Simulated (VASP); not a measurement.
Write the native input for VASP 6.6.1 that does the following.

* Task: single point
* Functional: PBE
* Potentials or basis: VASP PAW PBE potentials, release 64 (B, N)
* Cutoff: 520 eV
* k mesh: 12 × 12 × 12
* Occupations: gaussian, width 0.02 eV
* Spin: no spin polarisation
* Dipole correction: no
* Further INCAR settings: ALGO = Normal; EDIFF = 1e-07; NBANDS = 11

The structure of BN lies in POSCAR:

```
BN
1.0
    0.0000000000      1.7940332278      1.7940332278
    1.7940332278      0.0000000000      1.7940332278
    1.7940332278      1.7940332278      0.0000000000
B N
1 1
Direct
    0.2500000000      0.2500000000      0.2500000000
    0.5000000000      0.5000000000      0.5000000000
```

This cell differs from its parent crystal: volume scaled by 0.97.

These files were run (other wordings do the same):

INCAR

```
PREC     = Accurate       # precision mode
ENCUT    = 520            # plane-wave cutoff, eV
EDIFF    = 1E-7           # SCF threshold, eV
ISMEAR   = 0              # smearing method
SIGMA    = 0.02           # smearing width, eV
LREAL    = False          # projectors in reciprocal space
LASPH    = True           # aspherical terms in the spheres
NELM     = 60             # most SCF steps
ALGO     = Normal         # electronic algorithm
ISIF     = 2              # what is computed and relaxed
LWAVE    = False          # write WAVECAR
LCHARG   = True           # write CHGCAR
GGA      = PE             # functional
LELF     = True           # ELF
LVHAR    = True         
NBANDS   = 11             # bands
```

KPOINTS

```
Automatic mesh
0
Gamma
  12 12 12
```

Potentials or basis: VASP PAW PBE potentials, release 64 (B, N).

Run with:

```sh
$ cat potpaw_PBE.64/B/POTCAR potpaw_PBE.64/N/POTCAR > POTCAR
$ mpirun -np 1 vasp_std > vasp.out
```

It gave:

The pressure is 12.3 GPa and the band gap on the k mesh is 4.48 eV, indirect (least direct gap 8.93 eV).

Run time: 4.3 s on 1 thread of Intel(R) Xeon(R) 6975P-C (Granite Rapids) (shared host), peak memory 0.12 GiB.
